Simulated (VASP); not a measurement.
# BaTe (Fm-3m) in VASP: notebook

The runs below take BaTe through single point, with PBEsol.

Everything below comes from runs of VASP 6.6.1. Logs are shortened: lines on timing, memory, paths and dates and some standing lists are left out, and cuts for length are marked.

### 1 The cell of the first run

It takes space group Fm-3m (No. 225, cubic). The conventional cell has a = 6.715 Å, b = 6.715 Å, c = 6.715 Å, α = 90.00°, β = 90.00°, γ = 90.00°. Within 4.4 Å of Ba (site symmetry m-3m) lie 6 Te at 3.36 Å. Te (site symmetry m-3m) has 6 Ba at 3.36 Å within 4.4 Å.

### 2 Single point, PBEsol

Contents of INCAR:

```
PREC = Accurate
ENCUT = 520
EDIFF = 1E-6
ISMEAR = 0
SIGMA = 0.01
LREAL = False
LASPH = True
NELM = 80
ALGO = Normal
ISIF = 2
LWAVE = False
LCHARG = False
GGA = PS
NBANDS = 15
```

Contents of KPOINTS:

```
regular mesh
0
Gamma
  6 6 6
```

Contents of POSCAR:

```
BaTe
1.0
    3.3575363897      3.3575363897      0.0000000000
   -3.3575363897      3.3575363897      0.0000000000
    0.0000000000      3.3575363897      3.3575363897
Ba Te
1 1
Direct
    0.0000000000      0.0000000000      0.0000000000
    0.5000000000      0.5000000000      0.0000000000
```

Potentials or basis: VASP PAW PBE potentials, release 64 (Ba_sv, Te).

Command:

```console
cat potpaw_PBE.64/Ba_sv/POTCAR potpaw_PBE.64/Te/POTCAR > POTCAR
mpirun -np 1 vasp_std > vasp.out
```

OUTCAR:

```text
PREC = Accurate
   ENCUT = 520
   EDIFF = 1E-6
   ISMEAR = 0
   LREAL = False
   LASPH = True
   NELM = 80
   ISIF = 2
   GGA = PS

 ion  position               nearest neighbor table
   1  0.000  0.000  0.000-   2 3.36   2 3.36   2 3.36   2 3.36   2 3.36   2 3.36
   2  0.500  0.500  0.000-   1 3.36   1 3.36   1 3.36   1 3.36   1 3.36   1 3.36

  LATTYP: Found a face centered cubic cell.
 ALAT       =     6.7150727794

  Lattice vectors:

 A1 = (   0.0000000000,   3.3575363897,   3.3575363897)
 A2 = (   3.3575363897,   0.0000000000,   3.3575363897)
 A3 = (   3.3575363897,   3.3575363897,   0.0000000000)

Analysis of symmetry for initial positions (statically):
=====================================================================
 Subroutine PRICEL returns:
 Original cell was already a primitive cell.

 Routine SETGRP: Setting up the symmetry group for a
 face centered cubic supercell.

 Subroutine GETGRP returns: Found 48 space group operations
 (whereof 48 operations were pure point group operations)
 out of a pool of 48 trial point group operations.

The static configuration has the point symmetry O_h .

Analysis of symmetry for dynamics (positions and initial velocities):
=====================================================================
 Subroutine PRICEL returns:
 Original cell was already a primitive cell.

 Routine SETGRP: Setting up the symmetry group for a
 face centered cubic supercell.

 Subroutine GETGRP returns: Found 48 space group operations
 (whereof 48 operations were pure point group operations)
 out of a pool of 48 trial point group operations.

The dynamic configuration has the point symmetry O_h .

 Subroutine INISYM returns: Found 48 space group operations
 (whereof 48 operations are pure point group operations),
 and found     1 'primitive' translations

----------------------------------------------------------------------------------------

                                     Primitive cell

  volume of cell :      75.6994

  direct lattice vectors                    reciprocal lattice vectors
     3.357536390  3.357536390  0.000000000     0.148918714  0.148918714 -0.148918714
    -3.357536390  3.357536390  0.000000000    -0.148918714  0.148918714 -0.148918714
     0.000000000  3.357536390  3.357536390     0.000000000  0.000000000  0.297837427

  length of vectors
     4.748273498  4.748273498  4.748273498     0.257934778  0.257934778  0.297837427

  position of ions in fractional coordinates (direct lattice)
     0.000000000  0.000000000  0.000000000
     0.500000000  0.500000000  0.000000000

  ion indices of the primitive-cell ions
   primitive index   ion index
                 1           1
                 2           2

[... 75 lines left out ...]
   EMIN   =  10.00;   EMAX   =-10.00  energy-range for DOS
   EFERMI =   0.00;   METHOD = LEGACY
   ISMEAR =     0;   SIGMA  =   0.01  broadening in eV -4-tet -1-fermi 0-gaus
   EFERMI_NEDOS =   21; number of points for ismear=-14 and -15
   IALGO  =     38    algorithm
   IMIX   =      4    mixing-type and parameters
     AMIX     =   0.40;   BMIX     =  1.00
     AMIX_MAG =   1.60;   BMIX_MAG =  1.00
  volume/ion in A,a.u.               =      37.85       255.42
  Fermi-wavevector in a.u.,A,eV,Ry     =   0.975178  1.842820 12.938773  0.950973
  Thomas-Fermi vector in A             =   2.105697
   LORBIT       =      0    0 simple, 1 ext, 2 COOP (PROOUT), +10 PAW based schemes
   GGA     = PS    functional components
   LHFCALC =     F    Hartree Fock is set to
   AEXX    =    0.0000 exact exchange contribution
   IVDW    =     0    specifies the selected vdW correction
   LEPSILON=     F    determine dielectric tensor
   LRPA    =     F    only Hartree local field effects (RPA)
 non-spin polarized calculation
 Gauss-broadening in eV      SIGMA  =   0.01
  energy-cutoff  :      520.00
  volume of cell :       75.70
 maximum number of plane-waves:      2085
   NGX = 17   NGY = 17   NGZ = 17

 number of electron      16.0000000 magnetization

 Free energy of the ion-electron system (eV)
  ---------------------------------------------------
  ext. energy  EPLUGINS =         0.00000000
  ---------------------------------------------------
  free energy    TOTEN  =        -9.07711508 eV

  energy without entropy =       -9.07711508  energy(sigma->0) =       -9.07711508

 E-fermi :   3.0945     XC(G=0):  -8.9215

 val. band max:        3.0034097481   @ k =   0.0000   0.0000   0.0000
 cond. band min:       4.1072463214   @ k =   0.5000   0.5000   0.0000
 fundamental gap:      1.1038365733
 Fermi energy:         3.0944911708

 k-point     1 :       0.0000    0.0000    0.0000
  band No.  band energies     occupation
      1     -23.6943      2.00000
      2      -8.8666      2.00000
      3      -8.8666      2.00000
      4      -8.8666      2.00000
      5      -6.8807      2.00000
      6       3.0034      2.00000
      7       3.0034      2.00000
      8       3.0034      2.00000
      9       5.7464      0.00000
     10       5.7464      0.00000
     11       5.7464      0.00000
     12       6.2685      0.00000
     13       6.5375      0.00000
     14       6.5375      0.00000
[... 257 lines left out ...]
      2      -9.1721      2.00000
      3      -9.1278      2.00000
      4      -9.0639      2.00000
      5      -6.3546      2.00000
      6       1.7035      2.00000
      7       1.8773      2.00000
      8       2.1649      2.00000
      9       5.3581      0.00000
     10       7.6527      0.00000
     11       8.0066      0.00000
     12       8.7749      0.00000
     13       9.1467      0.00000
     14      10.1629      0.00000
     15      11.6038      0.00000

------------------------ aborting loop because EDIFF is reached ----------------------------------------

  FORCE on cell =-STRESS in cart. coord.  units (eV):
  Direction    XX          YY          ZZ          XY          YZ          ZX
  --------------------------------------------------------------------------------------
  -------------------------------------------------------------------------------------
  Total        2.1409154      2.1409154      2.1409154     -0.0000000      0.0000000      0.0000000
  in kB       45.3124884     45.3124884     45.3124884     -0.0000000      0.0000000      0.0000000
  external PRESSURE =      45.3124884 kB  Pullay stress =       0.0000000 kB

 VOLUME and BASIS-vectors are now :
 -----------------------------------------------------------------------------
  energy-cutoff  :      520.00
  volume of cell :       75.70
      direct lattice vectors                 reciprocal lattice vectors
     3.357536390  3.357536390  0.000000000     0.148918714  0.148918714 -0.148918714
    -3.357536390  3.357536390  0.000000000    -0.148918714  0.148918714 -0.148918714
     0.000000000  3.357536390  3.357536390     0.000000000  0.000000000  0.297837427

 POSITION                                       TOTAL-FORCE (eV/Angst)
 -----------------------------------------------------------------------------------
      0.00000      0.00000      0.00000         0.000000      0.000000      0.000000
      0.00000      3.35754      0.00000        -0.000000     -0.000000      0.000000
 -----------------------------------------------------------------------------------
    total drift:                               -0.000000      0.000000     -0.000000

  FREE ENERGIE OF THE ION-ELECTRON SYSTEM (eV)
  ---------------------------------------------------
  free  energy   TOTEN  =        -9.0771150788 eV

  energy  without entropy=       -9.0771150788  energy(sigma->0) =       -9.07711508
```

OSZICAR:

```text
N       E                     dE             d eps       ncg     rms          rms(c)
DAV:   1     0.825254319436E+02    0.82525E+02   -0.63472E+03   480   0.899E+02
DAV:   2    -0.421411094377E+01   -0.86740E+02   -0.79323E+02   656   0.158E+02
DAV:   3    -0.908753385639E+01   -0.48734E+01   -0.48420E+01   653   0.401E+01
DAV:   4    -0.918122028473E+01   -0.93686E-01   -0.93666E-01   603   0.590E+00
DAV:   5    -0.918329868068E+01   -0.20784E-02   -0.20784E-02   654   0.754E-01    0.448E+00
DAV:   6    -0.908743916396E+01    0.95860E-01   -0.87396E-02   571   0.158E+00    0.291E+00
DAV:   7    -0.907631759451E+01    0.11122E-01   -0.77095E-02   578   0.155E+00    0.711E-01
DAV:   8    -0.907687035350E+01   -0.55276E-03   -0.90438E-03   571   0.558E-01    0.186E-01
DAV:   9    -0.907705558063E+01   -0.18523E-03   -0.38878E-04   592   0.142E-01    0.493E-02
DAV:  10    -0.907710698415E+01   -0.51404E-04   -0.50089E-05   613   0.464E-02    0.148E-02
DAV:  11    -0.907711641364E+01   -0.94295E-05   -0.22408E-05   557   0.276E-02    0.168E-02
DAV:  12    -0.907711499211E+01    0.14215E-05   -0.34694E-06   599   0.109E-02    0.209E-03
DAV:  13    -0.907711507885E+01   -0.86736E-07   -0.27597E-07   366   0.278E-03
   1 F= -.90771151E+01 E0= -.90771151E+01  d E =-.734128E-40
```

Run time: 19 s. Hardware: 1 thread of Intel Xeon Platinum 8375C at 2.90GHz (Ice Lake), shared host; peak memory 0.21 GiB.

What came out:

| Quantity | Value |
| --- | --- |
| Free energy | -9.0771 eV |
| Pressure | 4.5 GPa |
| Band gap on the k mesh | 1.10 eV, indirect (least direct gap 1.48 eV) |

Caveat: the PAW data sets were made with another functional, which shifts forces and pressure a little; spin-orbit coupling is left out, which moves the levels of the heavy elements.

### 3 Single point, PBEsol

This run uses another cell than the first one, of 39.61 Å³/atom, 1.046 times its volume.

Contents of INCAR:

```
SYSTEM = BaTe
  PREC = Accurate
  ENCUT = 520
  EDIFF = 1E-6
  ISMEAR = 0
  SIGMA = 0.01
  LREAL = .FALSE.
  LASPH = .TRUE.
  NELM = 60
  ALGO = Normal
  ISIF = 2
  LWAVE = .FALSE.
  LCHARG = .FALSE.
  GGA = PS
  NBANDS = 15
```

Contents of KPOINTS:

```
regular mesh
0
G
  6 6 6
  0 0 0
```

Contents of POSCAR:

```
BaTe
1.0
    3.4087366941      3.4087366941      0.0000000000
   -3.4087366941      3.4087366941      0.0000000000
    0.0000000000      3.4087366941      3.4087366941
Ba Te
1 1
Direct
    0.0000000000      0.0000000000      0.0000000000
    0.5000000000      0.5000000000      0.0000000000
```

Potentials or basis: VASP PAW PBE potentials, release 64 (Ba_sv, Te).

Command:

```console
cat potpaw_PBE.64/Ba_sv/POTCAR potpaw_PBE.64/Te/POTCAR > POTCAR
mpirun -np 1 vasp_std > vasp.out
```

OUTCAR:

```text
SYSTEM = BaTe
   PREC = Accurate
   ENCUT = 520
   EDIFF = 1E-6
   ISMEAR = 0
   LREAL = .FALSE.
   LASPH = .TRUE.
   NELM = 60
   ISIF = 2
   GGA = PS

 ion  position               nearest neighbor table
   1  0.000  0.000  0.000-   2 3.41   2 3.41   2 3.41   2 3.41   2 3.41   2 3.41
   2  0.500  0.500  0.000-   1 3.41   1 3.41   1 3.41   1 3.41   1 3.41   1 3.41

  LATTYP: Found a face centered cubic cell.
 ALAT       =     6.8174733882

  Lattice vectors:

 A1 = (   0.0000000000,   3.4087366941,   3.4087366941)
 A2 = (   3.4087366941,   0.0000000000,   3.4087366941)
[... 463 lines left out ...]

  FORCE on cell =-STRESS in cart. coord.  units (eV):
  Direction    XX          YY          ZZ          XY          YZ          ZX
  --------------------------------------------------------------------------------------
  -------------------------------------------------------------------------------------
  Total        1.2002811      1.2002811      1.2002811      0.0000000      0.0000000      0.0000000
  in kB       24.2763392     24.2763392     24.2763392      0.0000000      0.0000000      0.0000000
  external PRESSURE =      24.2763392 kB  Pullay stress =       0.0000000 kB

 VOLUME and BASIS-vectors are now :
 -----------------------------------------------------------------------------
  energy-cutoff  :      520.00
  volume of cell :       79.22
      direct lattice vectors                 reciprocal lattice vectors
     3.408736694  3.408736694  0.000000000     0.146681907  0.146681907 -0.146681907
    -3.408736694  3.408736694  0.000000000    -0.146681907  0.146681907 -0.146681907
     0.000000000  3.408736694  3.408736694     0.000000000  0.000000000  0.293363815

 POSITION                                       TOTAL-FORCE (eV/Angst)
 -----------------------------------------------------------------------------------
      0.00000      0.00000      0.00000        -0.000000      0.000000      0.000000
      0.00000      3.40874      0.00000         0.000000     -0.000000      0.000000
 -----------------------------------------------------------------------------------
    total drift:                               -0.000000      0.000000     -0.000000

  FREE ENERGIE OF THE ION-ELECTRON SYSTEM (eV)
  ---------------------------------------------------
  free  energy   TOTEN  =        -9.1526626559 eV

  energy  without entropy=       -9.1526626559  energy(sigma->0) =       -9.15266266
```

Run time: 21 s. Hardware: 1 thread of Intel Xeon Platinum 8375C at 2.90GHz (Ice Lake), shared host; peak memory 0.21 GiB.

What came out:

- Free energy: -9.1527 eV
- Pressure: 2.4 GPa
- Band gap on the k mesh: 1.23 eV, indirect (least direct gap 1.62 eV)

Caveat: the PAW data sets were made with another functional, which shifts forces and pressure a little; spin-orbit coupling is left out, which moves the levels of the heavy elements.

(Part 1 of 2 ends here.)
